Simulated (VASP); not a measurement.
# Al (P6/mmm) in VASP: a series of runs

Al is run at these levels: PBEsol-based screened hybrid with 25 % exact exchange, r2SCAN0; tasks: single point.

Program: VASP 6.6.1. These are calculated values, not measurements. Logs are shortened: lines on timing, memory, paths and dates and some standing lists are left out, and cuts for length are marked.

**1. The cell of the first run**

The structure is hexagonal, space group P6/mmm (No. 191). Conventional cell: a = 4.547 Å, b = 4.547 Å, c = 2.754 Å, α = 90.00°, β = 90.00°, γ = 120.00°. Al (site symmetry -6m2) has 5 Al at 2.63 to 2.75 Å within 3.5 Å.

This isn't the form of Al at room conditions, which is fcc.

**2. Single point, PBEsol-based screened hybrid with 25 % exact exchange**

The input, POSCAR:

```
Al
1.0
    4.5467300000      0.0000000000      0.0000000000
   -2.2733700000      3.9375800000      0.0000000000
    0.0000000000      0.0000000000      2.7539300000
Al
2
Direct
    0.3333300000      0.6666700000      0.5000000000
    0.6666700000      0.3333300000      0.5000000000
```

The input, INCAR.step1:

```
  PREC = Accurate
  ENCUT = 520
  EDIFF = 1E-5
  ISMEAR = -1
  SIGMA = 0.05
  LREAL = False
  LASPH = True
  NELM = 80
  ALGO = Normal
  ISIF = 2
  LWAVE = True
  LCHARG = False
  NBANDS = 10
  GGA = PE
```

The input, INCAR.step2:

```
  PREC = Accurate
  ENCUT = 520
  EDIFF = 1E-7
  ISMEAR = -1
  SIGMA = 0.05
  LREAL = False
  LASPH = True
  NELM = 80
  ALGO = Normal
  ISIF = 2
  LWAVE = False
  LCHARG = False
  GGA = PS
  LHFCALC = True
  AEXX = 0.25
  HFSCREEN = 0.207
  PRECFOCK = Normal
  NBANDS = 10
  ISTART = 1
```

The input, KPOINTS:

```
regular mesh
0
Gamma
  4 4 5
```

Potentials or basis: VASP PAW PBE potentials, release 64 (Al).

On the command line:

```
cat potpaw_PBE.64/Al/POTCAR > POTCAR
cp INCAR.step1 INCAR
mpirun -np 1 vasp_std > vasp.out
cp INCAR.step2 INCAR
mpirun -np 1 vasp_std > vasp.out
```

OUTCAR:

```text
PREC = Accurate
   ENCUT = 520
   EDIFF = 1E-7
   ISMEAR = -1
   LREAL = False
   LASPH = True
   NELM = 80
   ISIF = 2
   GGA = PS
   LHFCALC = True
   AEXX = 0.25
   HFSCREEN = 0.207
   PRECFOCK = Normal
   ISTART = 1

 ion  position               nearest neighbor table
   1  0.333  0.667  0.500-   2 2.63   2 2.63   2 2.63
   2  0.667  0.333  0.500-   1 2.63   1 2.63   1 2.63

  LATTYP: Found a hexagonal cell.
 ALAT       =     4.5467300000
 C/A-ratio  =     0.6056946421

  Lattice vectors:

 A1 = (   4.5467300000,   0.0000000000,   0.0000000000)
 A2 = (  -2.2733700000,   3.9375800000,   0.0000000000)
 A3 = (   0.0000000000,   0.0000000000,   2.7539300000)

Analysis of symmetry for initial positions (statically):
=====================================================================
 Subroutine PRICEL returns:
 Original cell was already a primitive cell.

 Routine SETGRP: Setting up the symmetry group for a
 hexagonal supercell.

 Subroutine GETGRP returns: Found  8 space group operations
 (whereof  8 operations were pure point group operations)
 out of a pool of 24 trial point group operations.

The static configuration has the point symmetry D_2h.

Analysis of symmetry for dynamics (positions and initial velocities):
=====================================================================
 Subroutine PRICEL returns:
 Original cell was already a primitive cell.

 Routine SETGRP: Setting up the symmetry group for a
 hexagonal supercell.

 Subroutine GETGRP returns: Found  8 space group operations
 (whereof  8 operations were pure point group operations)
 out of a pool of 24 trial point group operations.

The dynamic configuration has the point symmetry D_2h.

 Subroutine INISYM returns: Found  8 space group operations
 (whereof  8 operations are pure point group operations),
 and found     1 'primitive' translations

----------------------------------------------------------------------------------------

                                     Primitive cell

  volume of cell :      49.3039

  direct lattice vectors                    reciprocal lattice vectors
     4.546730000  0.000000000  0.000000000     0.219938285  0.126981826  0.000000000
    -2.273370000  3.937580000  0.000000000     0.000000000  0.253963094  0.000000000
     0.000000000  0.000000000  2.753930000     0.000000000  0.000000000  0.363117436

  length of vectors
     4.546730000  4.546729309  2.753930000     0.253963056  0.253963094  0.363117436

  position of ions in fractional coordinates (direct lattice)
     0.333330000  0.666670000  0.500000000
     0.666670000  0.333330000  0.500000000

  ion indices of the primitive-cell ions
   primitive index   ion index
                 1           1
                 2           2

----------------------------------------------------------------------------------------

 KPOINTS: regular mesh

Automatic generation of k-mesh.
 Grid dimensions read from file:
 generate k-points for:    4    4    5

 Generating k-lattice:

  Cartesian coordinates                     Fractional coordinates (reciprocal lattice)
     0.054984571  0.031745457  0.000000000     0.250000000  0.000000000  0.000000000
     0.000000000  0.063490774  0.000000000     0.000000000  0.250000000  0.000000000
     0.000000000  0.000000000  0.072623487     0.000000000  0.000000000  0.200000000

  Length of vectors
     0.063490764  0.063490774  0.072623487

  Shift w.r.t. Gamma in fractional coordinates (k-lattice)
     0.000000000  0.000000000  0.000000000

 Subroutine IBZKPT returns following result:
 ===========================================

 Found     21 irreducible k-points:

 Following reciprocal coordinates:
            Coordinates               Weight
  0.000000  0.000000  0.000000      1.000000
  0.250000 -0.000000  0.000000      4.000000
 -0.250000  0.250000  0.000000      2.000000
  0.500000 -0.000000  0.000000      2.000000
  0.500000  0.500000  0.000000      1.000000
  0.250000  0.250000  0.000000      2.000000
[... 13 lines left out ...]
  0.250000  0.250000  0.400000      4.000000
 -0.250000  0.500000  0.400000      8.000000
   k-points           NKPTS =     21   k-points in BZ     NKDIM =     80   number of bands    NBANDS=     10
   number of dos      NEDOS =    301   number of ions     NIONS =      2
   total plane-waves  NPLWV =  25920
   dimension x,y,z NGX =    36 NGY =   36 NGZ =   20
   dimension x,y,z NGXF=    72 NGYF=   72 NGZF=   40
   ions per type =               2
   NGX,Y,Z   is equivalent  to a cutoff of  13.16, 13.16, 12.07 a.u.
   NGXF,Y,Z  is equivalent  to a cutoff of  26.33, 26.33, 24.15 a.u.
 SYSTEM =  unknown system
   PREC   = accura    normal or accurate (medium, high low for compatibility)
   ISTART =      1    job   : 0-new  1-cont  2-samecut
   ICHARG =      0    charge: 1-file 2-atom 10-const
   ISPIN  =      1    spin polarized calculation?
   LNONCOLLINEAR =      F non collinear calculations
   LSORBIT =      F    spin-orbit coupling
   LASPH  =      T    aspherical Exc in radial PAW
   ENCUT  =  520.0 eV  38.22 Ry    6.18 a.u.   8.45  8.45  5.12*2*pi/ulx,y,z
   NELM   =     80;   NELMIN=  2; NELMDL=  0     # of ELM steps
   EDIFF  = 0.1E-06   stopping-criterion for ELM
   LREAL  =      F    real-space projection
   EDIFFG = 0.1E-05   stopping-criterion for IOM
   NSW    =      0    number of steps for IOM
   IBRION =     -1    ionic relax: 0-MD 1-quasi-New 2-CG
   NFREE  =      0    steps in history (QN), initial steepest desc. (CG)
   ISIF   =      2    stress and relaxation
   ISYM   =      3    0-nonsym 1-usesym 2-fastsym
   POTIM  = 0.5000    time-step for ionic-motion
   TEBEG  =    0.0;   TEEND  =   0.0 temperature during run
   PSTRESS=    0.0 pullay stress
   NELECT =       6.0000    total number of electrons
   NUPDOWN=      -1.0000    fix difference up-down
   EMIN   =  10.00;   EMAX   =-10.00  energy-range for DOS
   EFERMI =   0.00;   METHOD = LEGACY
   ISMEAR =    -1;   SIGMA  =   0.05  broadening in eV -4-tet -1-fermi 0-gaus
   EFERMI_NEDOS =   21; number of points for ismear=-14 and -15
   IALGO  =     38    algorithm
   IMIX   =      1    mixing-type and parameters
     AMIX     =   0.40;   BMIX     =  1.00
     AMIX_MAG =   1.60;   BMIX_MAG =  1.00
  volume/ion in A,a.u.               =      24.65       166.36
  Fermi-wavevector in a.u.,A,eV,Ry     =   0.811269  1.533076  8.954770  0.658157
  Thomas-Fermi vector in A             =   1.920597
   LORBIT       =      0    0 simple, 1 ext, 2 COOP (PROOUT), +10 PAW based schemes
   GGA     = PS    functional components
   LHFCALC =     T    Hartree Fock is set to
   PRECFOCK=normal    Normal, Fast or Accurate (Low or Medium for compatibility)
   ENCUT4O =  -1.0   cutoff for four orbital integrals eV
   NKREDX  =     1    reduce k-point grid by
   NKREDY  =     1    reduce k-point grid by
   NKREDZ  =     1    reduce k-point grid by
   AEXX    =    0.2500 exact exchange contribution
   HFSCREEN=    0.2070 screening length (either q_TF or 0.3 A-1)
   HFSCREENC=   0.2070 screening length for correlation (either q_TF or 0.3 A-1)
   ENCUTFOCK=  -1.0 apply spherical cutoff to Coloumb kernel
   IVDW    =     0    specifies the selected vdW correction
   LEPSILON=     F    determine dielectric tensor
   LRPA    =     F    only Hartree local field effects (RPA)
 non-spin polarized calculation
  energy-cutoff  :      520.00
  volume of cell :       49.30
 maximum number of plane-waves:      1354
 NGX is ok and might be reduce to    36
  NGX = 28; NGY = 28; NGZ = 16

 number of electron       6.0000000 magnetization

 Free energy of the ion-electron system (eV)
  ---------------------------------------------------
  ext. energy  EPLUGINS =         0.00000000
  ---------------------------------------------------
  free energy    TOTEN  =        -7.42035763 eV

  energy without entropy =       -7.40959302  energy(sigma->0) =       -7.41497532

 E-fermi :   3.6574     XC(G=0):  -7.1641

 val. band max:        3.6197226259   @ k =   0.0000   0.0000   0.2000
 cond. band min:       3.7289125973   @ k =  -0.2500   0.5000   0.4000
 fundamental gap:      0.1091899713
 Fermi energy:         3.6574111228

 k-point     1 :       0.0000    0.0000    0.0000
  band No.  band energies     occupation
      1      -6.1936      2.00000
      2       2.8036      2.00000
      3       2.8039      2.00000
      4       3.4750      1.94927
      5       6.4715      0.00000
      6       6.4717      0.00000
      7       9.6995      0.00000
      8      14.0319      0.00000
      9      14.5891      0.00000
     10      20.6800      0.00000

 k-point     2 :       0.2500   -0.0000    0.0000
  band No.  band energies     occupation
      1      -5.6036      2.00000
      2      -0.5137      2.00000
      3       2.0832      2.00000
      4       4.7008      0.00000
      5       7.7978      0.00000
      6       8.3512      0.00000
      7      12.4609      0.00000
      8      14.4869      0.00000
      9      14.5592      0.00000
     10      17.3432      0.00000

 k-point     3 :      -0.2500    0.2500    0.0000
  band No.  band energies     occupation
      1      -5.6036      2.00000
      2      -0.5136      2.00000
      3       2.0831      2.00000
      4       4.7007      0.00000
      5       7.7979      0.00000
      6       8.3513      0.00000
      7      12.4608      0.00000
      8      14.4869      0.00000
      9      14.5592      0.00000
     10      17.3433      0.00000

 k-point     4 :       0.5000   -0.0000    0.0000
  band No.  band energies     occupation
      1      -4.3931      2.00000
      2      -2.8293      2.00000
      3       1.6029      2.00000
      4       4.1726      0.00007
      5      11.6380      0.00000
      6      11.9721      0.00000
      7      12.1184      0.00000
      8      12.4426      0.00000
      9      15.3918      0.00000
     10      16.6719      0.00000

 k-point     5 :       0.5000    0.5000    0.0000
  band No.  band energies     occupation
      1      -4.3933      2.00000
      2      -2.8291      2.00000
      3       1.6028      2.00000
      4       4.1725      0.00007
      5      11.6379      0.00000
      6      11.9723      0.00000
      7      12.1184      0.00000
      8      12.4427      0.00000
      9      15.3917      0.00000
     10      16.6721      0.00000

 k-point     6 :       0.2500    0.2500    0.0000
  band No.  band energies     occupation
      1      -4.5079      2.00000
      2      -2.4182      2.00000
      3       0.5055      2.00000
      4       7.1160      0.00000
      5       7.3217      0.00000
      6      11.5931      0.00000
      7      12.6636      0.00000
      8      15.1873      0.00000
      9      15.3199      0.00000
     10      16.9059      0.00000
[... 144 lines left out ...]
 k-point    18 :       0.5000   -0.0000    0.4000
  band No.  band energies     occupation
      1      -0.9471      2.00000
      2       0.5944      2.00000
      3       3.3446      1.99617
      4       4.7195      0.00000
      5       4.7336      0.00000
      6       7.7300      0.00000
      7       9.7527      0.00000
      8      11.4066      0.00000
      9      14.8251      0.00000
     10      15.0520      0.00000

 k-point    19 :       0.5000    0.5000    0.4000
  band No.  band energies     occupation
      1      -0.9472      2.00000
      2       0.5946      2.00000
      3       3.3445      1.99618
      4       4.7194      0.00000
      5       4.7338      0.00000
      6       7.7299      0.00000
      7       9.7526      0.00000
      8      11.4065      0.00000
      9      14.8250      0.00000
     10      15.0522      0.00000

 k-point    20 :       0.2500    0.2500    0.4000
  band No.  band energies     occupation
      1      -1.0629      2.00000
      2       1.0178      2.00000
      3       3.2155      1.99971
      4       3.7290      0.38553
      5       5.1288      0.00000
      6       8.5704      0.00000
      7      10.4433      0.00000
      8      10.6840      0.00000
      9      14.0698      0.00000
     10      14.3745      0.00000

 k-point    21 :      -0.2500    0.5000    0.4000
  band No.  band energies     occupation
      1      -1.0629      2.00000
      2       1.0180      2.00000
      3       3.2154      1.99971
      4       3.7289      0.38619
      5       5.1289      0.00000
      6       8.5703      0.00000
      7      10.4431      0.00000
      8      10.6842      0.00000
      9      14.0700      0.00000
     10      14.3745      0.00000

------------------------ aborting loop because EDIFF is reached ----------------------------------------

  FORCE on cell =-STRESS in cart. coord.  units (eV):
  Direction    XX          YY          ZZ          XY          YZ          ZX
  --------------------------------------------------------------------------------------
  -------------------------------------------------------------------------------------
  Total       -0.5062601     -0.5058981      0.5916601      0.0003133      0.0000000      0.0000000
  in kB      -16.4513978    -16.4396359     19.2265524      0.0101803      0.0000000      0.0000000
  external PRESSURE =      -4.5548271 kB  Pullay stress =       0.0000000 kB

 VOLUME and BASIS-vectors are now :
 -----------------------------------------------------------------------------
  energy-cutoff  :      520.00
  volume of cell :       49.30
      direct lattice vectors                 reciprocal lattice vectors
     4.546730000  0.000000000  0.000000000     0.219938285  0.126981826  0.000000000
    -2.273370000  3.937580000  0.000000000     0.000000000  0.253963094  0.000000000
     0.000000000  0.000000000  2.753930000     0.000000000  0.000000000  0.363117436

 POSITION                                       TOTAL-FORCE (eV/Angst)
 -----------------------------------------------------------------------------------
     -0.00003      2.62507      1.37696         0.000098     -0.000057      0.000000
      2.27339      1.31251      1.37696        -0.000098      0.000057      0.000000
 -----------------------------------------------------------------------------------
    total drift:                               -0.000000      0.000000      0.000000

  FREE ENERGIE OF THE ION-ELECTRON SYSTEM (eV)
  ---------------------------------------------------
  free  energy   TOTEN  =        -7.4203576263 eV

  energy  without entropy=       -7.4095930226  energy(sigma->0) =       -7.41497532
```

It took 13 min on 1 thread of Intel Xeon 8259CL, shared host; peak memory 0.26 GiB.

What came out:

| Item | Value |
| --- | --- |
| Free energy | -7.4204 eV |
| Pressure | -0.5 GPa |
| Band gap on the k mesh | zero (bands 3 and 4 overlap by 2.35 eV) |

Levels at points of the mesh, in eV from the Fermi level:
```csv
k point,band 1,band 2,band 3,band 4,band 5,band 6,band 7,band 8
"(0.00, 0.00, 0.00)",-9.85,-0.85,-0.85,-0.18,2.81,2.81,6.04,10.37
"(0.50, 0.00, 0.00)",-8.05,-6.49,-2.05,0.52,7.98,8.31,8.46,8.79
"(0.50, 0.50, 0.00)",-8.05,-6.49,-2.05,0.52,7.98,8.31,8.46,8.79
```

Caveat: the k points lie up to 0.46 Å⁻¹ apart, too coarse for converged energies and pressures of a metal; the PAW data sets were made with another functional, which shifts forces and pressure a little.

[end of part 1 of 2]

The gap in the log of VASP goes by the Fermi energy; the results here count the filled bands.